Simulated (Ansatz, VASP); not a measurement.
# Pd: VASP beside Ansatz

```xyz
1
Lattice="0.0000 1.9559 1.9559 1.9559 0.0000 1.9559 1.9559 1.9559 0.0000" Properties=species:S:1:pos:R:3 pbc="T T T"
Pd    0.0000    0.0000    0.0000
```

Alike in both runs: task single point; functional r2SCAN; k mesh 5 × 5 × 5; occupations fermi-dirac, width 0.1 eV; no spin polarisation.

```csv
,VASP,Ansatz
version,VASP 6.6.1,Ansatz 0.2.0
potentials or method,"VASP PAW PBE potentials, release 64 (Pd), cutoff 520 eV","plane waves (500 eV) with PAW, scalar-relativistic"
valence electrons in the cell,10,18
```

VASP gave:

```
pressure (GPa) : 3.2
```

Question: Which values does Ansatz return?

Answer: Pressure (GPa): 2.7.

VASP's potentials were made for PBE, not for r2SCAN. VASP's potentials hold 10 valence electrons a cell and Ansatz's 18, so a difference there can come from the potentials and not from the codes.

The k mesh is coarse, so the values compare programs but aren't converged.
